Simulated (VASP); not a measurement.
# AlSn3 (R-3c) in VASP: single point with PBE0

Aim: the single point of AlSn3 with PBE0.

Program: VASP 6.6.1. These are calculated values, not measurements. Logs are shortened: lines on timing, memory, paths and dates and some standing lists are left out, and cuts for length are marked.

## (1) The cell of the first run

The structure is trigonal, space group R-3c (No. 167). Conventional cell: a = 6.006 Å, b = 6.006 Å, c = 15.976 Å, α = 90.00°, β = 90.00°, γ = 120.00°. Within 3.1 Å of Al (site symmetry -3) lie 6 Sn at 2.32 Å. Sn (site symmetry 2) has 2 Al at 2.32 Å within 3.1 Å.

## (2) Single point, PBE0

POSCAR reads:

```
AlSn3
1.0
    6.0060980000      0.0000000000      0.0000000000
   -3.0030490000      5.2014340000      0.0000000000
   -3.0030490000      1.7338110000      5.3254920000
Al Sn
2 6
Direct
    0.0000000000      0.0000000000      0.0000000000
    0.5000000000      0.5000000000      0.5000000000
    0.8800000000      0.7500000000      0.7500000000
    0.2500000000      0.3800000000      0.7500000000
    0.6200000000      0.1200000000      0.7500000000
    0.1200000000      0.2500000000      0.2500000000
    0.7500000000      0.6200000000      0.2500000000
    0.3800000000      0.8800000000      0.2500000000
```

INCAR.step1 reads:

```
SYSTEM = AlSn3
PREC = Accurate
ENCUT = 400
EDIFF = 1E-5
ISMEAR = -1
SIGMA = 0.1
LREAL = .FALSE.
LASPH = .TRUE.
NELM = 120
ALGO = Normal
ISIF = 2
LWAVE = .TRUE.
NBANDS = 55
GGA = PE
GGA_COMPAT = .FALSE.
```

INCAR.step2 reads:

```
SYSTEM = AlSn3
PREC = Accurate
ENCUT = 400
EDIFF = 1E-6
ISMEAR = -1
SIGMA = 0.1
LREAL = .FALSE.
LASPH = .TRUE.
NELM = 120
ALGO = Normal
ISIF = 2
LWAVE = .FALSE.
LCHARG = .TRUE.
GGA = PE
LHFCALC = .TRUE.
AEXX = 0.25
PRECFOCK = Normal
LELF = .TRUE.
LVHAR = .TRUE.
NBANDS = 55
ISTART = 1
GGA_COMPAT = .FALSE.
```

KPOINTS reads:

```
Automatic mesh
0
G
  2 2 2
  0 0 0
```

Potentials or basis: VASP PAW PBE potentials, release 64 (Al, Sn_d).

Launch:

```console
$ cat potpaw_PBE.64/Al/POTCAR potpaw_PBE.64/Sn_d/POTCAR > POTCAR
$ cp INCAR.step1 INCAR
$ mpirun -np 1 vasp_std > vasp.out
$ cp INCAR.step2 INCAR
$ mpirun -np 1 vasp_std > vasp.out
```

OUTCAR:

```text
SYSTEM = AlSn3
   PREC = Accurate
   ENCUT = 400
   EDIFF = 1E-6
   ISMEAR = -1
   LREAL = .FALSE.
   LASPH = .TRUE.
   NELM = 120
   ISIF = 2
   GGA = PE
   LHFCALC = .TRUE.
   AEXX = 0.25
   PRECFOCK = Normal
   ISTART = 1

 ion  position               nearest neighbor table
   1  0.000  0.000  0.000-   5 2.32   8 2.32   6 2.32   3 2.32   7 2.32   4 2.32
   2  0.500  0.500  0.500-   4 2.32   7 2.32   6 2.32   3 2.32   5 2.32   8 2.32
   3  0.880  0.750  0.750-   1 2.32   2 2.32   7 3.27   8 3.27   7 3.27   8 3.27   4 3.29   5 3.29
                             4 3.29   5 3.29   6 3.49   6 3.49
   4  0.250  0.380  0.750-   2 2.32   1 2.32   6 3.27   6 3.27   8 3.27   8 3.27   5 3.29   5 3.29
                             3 3.29   3 3.29   7 3.49   7 3.49
   5  0.620  0.120  0.750-   1 2.32   2 2.32   6 3.27   6 3.27   7 3.27   7 3.27   4 3.29   4 3.29
                             3 3.29   3 3.29   8 3.49   8 3.49
   6  0.120  0.250  0.250-   1 2.32   2 2.32   5 3.27   4 3.27   4 3.27   5 3.27   7 3.29   8 3.29
                             7 3.29   8 3.29   3 3.49   3 3.49
   7  0.750  0.620  0.250-   2 2.32   1 2.32   3 3.27   3 3.27   5 3.27   5 3.27   8 3.29   8 3.29
                             6 3.29   6 3.29   4 3.49   4 3.49
   8  0.380  0.880  0.250-   1 2.32   2 2.32   3 3.27   3 3.27   4 3.27   4 3.27   7 3.29   7 3.29
                             6 3.29   6 3.29   5 3.49   5 3.49

  LATTYP: Found a trigonal (rhomboedric) cell.
 ALAT       =     6.3549409370
 COS(alpha) =     0.5533864512

  Lattice vectors:

 A1 = (   0.0000000000,  -3.4676230000,   5.3254920000)
 A2 = (   3.0030490000,   1.7338110000,   5.3254920000)
 A3 = (  -3.0030490000,   1.7338110000,   5.3254920000)

Analysis of symmetry for initial positions (statically):
=====================================================================
 Subroutine PRICEL returns:
 Original cell was already a primitive cell.

 Routine SETGRP: Setting up the symmetry group for a
 trigonal (rhombohedral) supercell.

 Subroutine GETGRP returns: Found 12 space group operations
 (whereof  6 operations were pure point group operations)
 out of a pool of 12 trial point group operations.

The static configuration has the point symmetry S_6 .
 The point group associated with its full space group is D_3d.

Analysis of symmetry for dynamics (positions and initial velocities):
=====================================================================
 Subroutine PRICEL returns:
 Original cell was already a primitive cell.

 Routine SETGRP: Setting up the symmetry group for a
 trigonal (rhombohedral) supercell.

 Subroutine GETGRP returns: Found 12 space group operations
 (whereof  6 operations were pure point group operations)
 out of a pool of 12 trial point group operations.

The dynamic configuration has the point symmetry S_6 .
 The point group associated with its full space group is D_3d.

 Subroutine INISYM returns: Found 12 space group operations
 (whereof  6 operations are pure point group operations),
 and found     1 'primitive' translations

----------------------------------------------------------------------------------------

                                     Primitive cell

  volume of cell :     166.3701

  direct lattice vectors                    reciprocal lattice vectors
     6.006098000  0.000000000  0.000000000     0.166497450  0.096127337  0.062592032
    -3.003049000  5.201434000  0.000000000     0.000000000  0.192254674 -0.062592014
    -3.003049000  1.733811000  5.325492000     0.000000000  0.000000000  0.187776078

  length of vectors
     6.006098000  6.006098480  6.354940513     0.202187112  0.202187092  0.187776078

  position of ions in fractional coordinates (direct lattice)
     0.000000000  0.000000000  0.000000000
     0.500000000  0.500000000  0.500000000
     0.880000000  0.750000000  0.750000000
     0.250000000  0.380000000  0.750000000
     0.620000000  0.120000000  0.750000000
     0.120000000  0.250000000  0.250000000
     0.750000000  0.620000000  0.250000000
     0.380000000  0.880000000  0.250000000

  ion indices of the primitive-cell ions
   primitive index   ion index
                 1           1
                 2           2
                 3           3
                 4           4
                 5           5
                 6           6
                 7           7
                 8           8

----------------------------------------------------------------------------------------

 KPOINTS: Automatic mesh

Automatic generation of k-mesh.
 Grid dimensions read from file:
 generate k-points for:    2    2    2

 Generating k-lattice:

  Cartesian coordinates                     Fractional coordinates (reciprocal lattice)
     0.083248725  0.048063669  0.031296016     0.500000000  0.000000000  0.000000000
     0.000000000  0.096127337 -0.031296007     0.000000000  0.500000000  0.000000000
     0.000000000  0.000000000  0.093888039     0.000000000  0.000000000  0.500000000

  Length of vectors
     0.101093556  0.101093546  0.093888039

  Shift w.r.t. Gamma in fractional coordinates (k-lattice)
     0.000000000  0.000000000  0.000000000

 Subroutine IBZKPT returns following result:
 ===========================================

 Found      4 irreducible k-points:

 Following reciprocal coordinates:
            Coordinates               Weight
  0.000000  0.000000  0.000000      1.000000
  0.500000  0.000000 -0.000000      3.000000
  0.500000  0.500000 -0.000000      3.000000
  0.000000  0.000000  0.500000      1.000000
   k-points           NKPTS =      4   k-points in BZ     NKDIM =      8   number of bands    NBANDS=     55
   number of dos      NEDOS =    301   number of ions     NIONS =      8
   total plane-waves  NPLWV =  67200
   dimension x,y,z NGX =    40 NGY =   40 NGZ =   42
   dimension x,y,z NGXF=    80 NGYF=   80 NGZF=   84
   ions per type =               2   6
   NGX,Y,Z   is equivalent  to a cutoff of  11.07, 11.07, 10.99 a.u.
   NGXF,Y,Z  is equivalent  to a cutoff of  22.14, 22.14, 21.97 a.u.
 SYSTEM =  AlSn3
   PREC   = accura    normal or accurate (medium, high low for compatibility)
   ISTART =      1    job   : 0-new  1-cont  2-samecut
   ICHARG =      0    charge: 1-file 2-atom 10-const
   ISPIN  =      1    spin polarized calculation?
   LNONCOLLINEAR =      F non collinear calculations
   LSORBIT =      F    spin-orbit coupling
   LASPH  =      T    aspherical Exc in radial PAW
   ENCUT  =  400.0 eV  29.40 Ry    5.42 a.u.   9.79  9.79 10.36*2*pi/ulx,y,z
   NELM   =    120;   NELMIN=  2; NELMDL=  0     # of ELM steps
   EDIFF  = 0.1E-05   stopping-criterion for ELM
   LREAL  =      F    real-space projection
   EDIFFG = 0.1E-04   stopping-criterion for IOM
   NSW    =      0    number of steps for IOM
   IBRION =     -1    ionic relax: 0-MD 1-quasi-New 2-CG
   NFREE  =      0    steps in history (QN), initial steepest desc. (CG)
   ISIF   =      2    stress and relaxation
   ISYM   =      3    0-nonsym 1-usesym 2-fastsym
   POTIM  = 0.5000    time-step for ionic-motion
   TEBEG  =    0.0;   TEEND  =   0.0 temperature during run
   PSTRESS=    0.0 pullay stress
   NELECT =      90.0000    total number of electrons
   NUPDOWN=      -1.0000    fix difference up-down
   EMIN   =  10.00;   EMAX   =-10.00  energy-range for DOS
   EFERMI =   0.00;   METHOD = LEGACY
   ISMEAR =    -1;   SIGMA  =   0.10  broadening in eV -4-tet -1-fermi 0-gaus
   EFERMI_NEDOS =   21; number of points for ismear=-14 and -15
   IALGO  =     38    algorithm
   IMIX   =      1    mixing-type and parameters
     AMIX     =   0.40;   BMIX     =  1.00
     AMIX_MAG =   1.60;   BMIX_MAG =  1.00
  volume/ion in A,a.u.               =      20.80       140.34
  Fermi-wavevector in a.u.,A,eV,Ry     =   1.333922  2.520748 24.209515  1.779349
  Thomas-Fermi vector in A             =   2.462744
   LORBIT       =      0    0 simple, 1 ext, 2 COOP (PROOUT), +10 PAW based schemes
   GGA     = PE    functional components
   LHFCALC =     T    Hartree Fock is set to
   PRECFOCK=normal    Normal, Fast or Accurate (Low or Medium for compatibility)
   ENCUT4O =  -1.0   cutoff for four orbital integrals eV
   NKREDX  =     1    reduce k-point grid by
   NKREDY  =     1    reduce k-point grid by
   NKREDZ  =     1    reduce k-point grid by
   AEXX    =    0.2500 exact exchange contribution
   HFSCREEN=    0.0000 screening length (either q_TF or 0.3 A-1)
   HFSCREENC=   0.0000 screening length for correlation (either q_TF or 0.3 A-1)
   ENCUTFOCK=  -1.0 apply spherical cutoff to Coloumb kernel
   IVDW    =     0    specifies the selected vdW correction
   LEPSILON=     F    determine dielectric tensor
   LRPA    =     F    only Hartree local field effects (RPA)
 non-spin polarized calculation
  energy-cutoff  :      400.00
  volume of cell :      166.37
 maximum number of plane-waves:      3040
 NGX is ok and might be reduce to    40
  NGX = 30; NGY = 30; NGZ = 32

 number of electron      90.0000030 magnetization

 Free energy of the ion-electron system (eV)
  ---------------------------------------------------
  ext. energy  EPLUGINS =         0.00000000
  ---------------------------------------------------
  free energy    TOTEN  =       -26.47573878 eV

  energy without entropy =      -26.39909185  energy(sigma->0) =      -26.43741531

 E-fermi :  10.4202     XC(G=0):  -8.6100

 val. band max:        9.2204568785   @ k =   0.5000   0.5000  -0.0000
 cond. band min:      10.5647596445   @ k =   0.0000   0.0000   0.5000
 fundamental gap:      1.3443027660
 Fermi energy:        10.4201986223

 k-point     1 :       0.0000    0.0000    0.0000
  band No.  band energies     occupation
      1     -14.8996      2.00000
      2     -14.8133      2.00000
      3     -14.8133      2.00000
      4     -14.7466      2.00000
      5     -14.7466      2.00000
      6     -14.7382      2.00000
[... 47 lines left out ...]
     54      15.7222      0.00000
     55      15.7222      0.00000

 k-point     2 :       0.5000    0.0000   -0.0000
  band No.  band energies     occupation
      1     -14.8698      2.00000
      2     -14.8698      2.00000
      3     -14.7917      2.00000
      4     -14.7917      2.00000
      5     -14.7602      2.00000
      6     -14.7602      2.00000
[... 47 lines left out ...]
     54      15.2969      0.00000
     55      16.0528      0.00000

 k-point     3 :       0.5000    0.5000   -0.0000
  band No.  band energies     occupation
      1     -14.8839      2.00000
      2     -14.8639      2.00000
      3     -14.8076      2.00000
      4     -14.7678      2.00000
      5     -14.7615      2.00000
      6     -14.7532      2.00000
[... 47 lines left out ...]
     54      15.1515      0.00000
     55      15.2824      0.00000

 k-point     4 :       0.0000    0.0000    0.5000
  band No.  band energies     occupation
      1     -14.8490      2.00000
      2     -14.8490      2.00000
      3     -14.7786      2.00000
      4     -14.7786      2.00000
      5     -14.7786      2.00000
      6     -14.7786      2.00000
[... 47 lines left out ...]
     54      15.3692      0.00000
     55      15.3692      0.00000

------------------------ aborting loop because EDIFF is reached ----------------------------------------

  FORCE on cell =-STRESS in cart. coord.  units (eV):
  Direction    XX          YY          ZZ          XY          YZ          ZX
  --------------------------------------------------------------------------------------
  -------------------------------------------------------------------------------------
  Total       42.6354693     42.6354784     38.4531508     -0.0000000     -0.0000024      0.0000000
  in kB      410.5881278    410.5882154    370.3115607     -0.0000000     -0.0000232      0.0000000
  external PRESSURE =     397.1626346 kB  Pullay stress =       0.0000000 kB

 VOLUME and BASIS-vectors are now :
 -----------------------------------------------------------------------------
  energy-cutoff  :      400.00
  volume of cell :      166.37
      direct lattice vectors                 reciprocal lattice vectors
     6.006098000  0.000000000  0.000000000     0.166497450  0.096127337  0.062592032
    -3.003049000  5.201434000  0.000000000     0.000000000  0.192254674 -0.062592014
    -3.003049000  1.733811000  5.325492000     0.000000000  0.000000000  0.187776078

 POSITION                                       TOTAL-FORCE (eV/Angst)
 -----------------------------------------------------------------------------------
      0.00000      0.00000      0.00000         0.000000      0.000000      0.000000
      0.00000      3.46762      2.66275         0.000000      0.000000      0.000000
      0.78079      5.20143      3.99412         3.642044      0.000000      0.000000
     -1.89192      3.27690      3.99412        -1.821022      3.154103      0.000000
      1.11113      1.92453      3.99412        -1.821022     -3.154103     -0.000000
     -0.78079      1.73381      1.33137        -3.642044      0.000000      0.000000
      1.89192      3.65834      1.33137         1.821022     -3.154103     -0.000000
     -1.11113      5.01071      1.33137         1.821022      3.154103     -0.000000
 -----------------------------------------------------------------------------------
    total drift:                                0.000138      0.000002     -0.000003

  FREE ENERGIE OF THE ION-ELECTRON SYSTEM (eV)
  ---------------------------------------------------
  free  energy   TOTEN  =       -26.4757387763 eV

  energy  without entropy=      -26.3990918466  energy(sigma->0) =      -26.43741531
```

It took 38 min on 1 thread of AMD EPYC 7R43 (Zen 3), shared host; peak memory 0.26 GiB.

What came out:

| Item | Value |
| --- | --- |
| Free energy | -26.4757 eV |
| Pressure | 39.7 GPa |
| Largest force | 3.642 eV/Å |
| Band gap on the k mesh | zero (bands 45 and 46 overlap by 1.77 eV) |

Forces in eV/Å, atoms in the order of the input:
```
Al   0.000  0.000  0.000
Al   0.000  0.000  0.000
Sn   3.642  0.000  0.000
Sn  -1.821  3.154  0.000
Sn  -1.821 -3.154  0.000
Sn  -3.642  0.000  0.000
Sn   1.821 -3.154  0.000
Sn   1.821  3.154  0.000
```

Stress tensor (GPa, compression positive):
```
41.06  0.00  0.00
 0.00 41.06  0.00
 0.00  0.00 37.03
```

Caveat: the k points lie up to 0.64 Å⁻¹ apart, too coarse for converged energies and pressures of a metal; the PAW data sets were made with another functional, which shifts forces and pressure a little; spin-orbit coupling is left out, which moves the levels of the heavy elements.
